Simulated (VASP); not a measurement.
Sb:

```xyz
3
Lattice="4.5329 0.0000 0.0000 -2.2664 3.9256 0.0000 0.0000 0.0000 5.1427" Properties=species:S:1:pos:R:3 pbc="T T T"
Sb    1.0217    0.0000    1.7142
Sb   -0.5109    0.8848    3.4285
Sb    1.7556    3.0408    0.0000
```

| Item | Value |
| --- | --- |
| Program | VASP 6.6.1 |
| Task | relaxation of cell and atoms |
| Functional | PBE |
| Potentials or basis | VASP PAW PBE potentials, release 64 (Sb) |
| Cutoff | 600 eV |
| k mesh | 6 × 6 × 4 |
| Occupations | gaussian, width 0.1 eV |
| Spin | no spin polarisation |

At the start: pressure 19.5 GPa; volume 30.50 Å³/atom.

Problem. How do energy, volume and symmetry change on relaxing?

Solution. Over 23 steps the energy falls by 1069.5 meV/atom and the volume is 30.01 Å³/atom (-1.6 %); space group R-3m (No. 166, to 0.05 Å).

The path:
```tsv
step	energy change (eV)	largest force (eV/Å)	pressure (GPa)	volume (Å³)
1	0.0000	5.6869	19.47	91.51
2	-0.7537	0.2682	-7.84	149.21
3	-2.0761	0.6982	-3.29	115.80
4	-2.0863	0.8005	-2.79	114.40
5	-2.0890	0.9242	-2.19	112.92
6	-2.3136	1.1345	-1.85	106.68
7	-2.8626	1.3418	2.56	89.25
8	0.5559	1.0478	56.73	59.87
9	-2.6875	1.6764	4.92	86.93
10	-2.6108	1.3976	11.39	78.44
11	-2.6945	1.6205	7.00	83.60
12	-2.7627	1.4376	6.92	83.03
13	-2.8927	0.8871	7.25	81.32
14	-2.7939	0.2188	10.49	77.91
15	-2.9112	0.5348	7.94	80.22
16	-3.0081	0.4666	5.81	82.32
17	-3.1551	0.2999	0.84	88.82
18	-3.1624	0.2627	-0.21	90.56
19	-3.1625	0.2580	-0.34	90.80
20	-3.1692	0.2407	-0.32	90.74
21	-3.1873	0.1826	-0.24	90.56
22	-3.2073	0.0563	-0.02	90.16
23	-3.2086	0.0223	0.08	90.02
```

Final structure:
```yaml
crystal:
  lattice:
    - [4.36107, 0.00000, 0.00000]
    - [-2.18054, 3.77680, 0.00000]
    - [0.00000, 0.00000, 5.46568]
  atoms:
    - { symbol: Sb, position: [0.33229, 0.00000, 0.33333] }
    - { symbol: Sb, position: [0.00000, 0.33229, 0.66667] }
    - { symbol: Sb, position: [0.66771, 0.66771, 0.00000] }
```
